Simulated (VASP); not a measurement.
A run of VASP 6.6.1 is set up as follows.

File INCAR:

```
SYSTEM = GaSi15
PREC     = Accurate       ! precision mode
ENCUT    = 520            ! plane-wave cutoff, eV
EDIFF    = 1E-7           ! SCF threshold, eV
ISMEAR   = 0              ! smearing method
SIGMA    = 0.01           ! smearing width, eV
LREAL    = Auto         
LASPH    = .TRUE.         ! aspherical terms in the spheres
NELM     = 60             ! most SCF steps
ALGO     = Normal         ! electronic algorithm
ISIF     = 2              ! what is computed and relaxed
LWAVE    = .FALSE.        ! write WAVECAR
LCHARG   = .FALSE.        ! write CHGCAR
GGA      = PE             ! functional
IBRION   = 2              ! ionic algorithm
NSW      = 65             ! ionic steps
EDIFFG   = -0.025         ! ionic threshold
NELECT   = 74.0
```

File KPOINTS:

```
Automatic mesh
0
G
  2 2 2
  0 0 0
```

POSCAR

```
GaSi15
1.0
    0.0000000000      5.4700937543     -5.4700937543
    5.4700937543      5.4700937543      0.0000000000
    5.4700937543      0.0000000000     -5.4700937543
Ga Si
1 15
Direct
    0.1162448064      0.1296452111      0.1269816143
    0.1238219869      0.6249010733      0.1269881327
    0.6225820938      0.1267225772      0.1274177361
    0.6230651543      0.6242380800      0.1272526701
    0.1242512316      0.1267290949      0.6257341197
    0.1240791004      0.6242499657      0.6262254380
    0.6223089381      0.1265842793      0.6254617564
    0.6236131770      0.6251473277      0.6267854667
    0.2573273322      0.7405952143      0.2524086071
    0.2484125651      0.2493680296      0.2553608180
    0.7482669540      0.7503801358      0.2517830317
    0.7388493577      0.2550458044      0.2581567480
    0.2486108201      0.7503852150      0.7514300437
    0.2511964435      0.2490195174      0.7499937647
    0.7482177108      0.7509083995      0.7513910491
    0.7483364048      0.2503521771      0.7515010054
```

Potentials or basis: VASP PAW PBE potentials, release 64 (Ga_d, Si).

The run is started by

```sh
$ cat potpaw_PBE.64/Ga_d/POTCAR potpaw_PBE.64/Si/POTCAR > POTCAR
$ mpirun -np 1 vasp_std > vasp.out
```

(1) What does it give for the energy gained by relaxing?

Answers

(1) 7.5 meV/atom.

Caveat: the k points lie up to 0.50 Å⁻¹ apart; the cell carries a net charge on a neutralising background, which shifts energy and pressure.
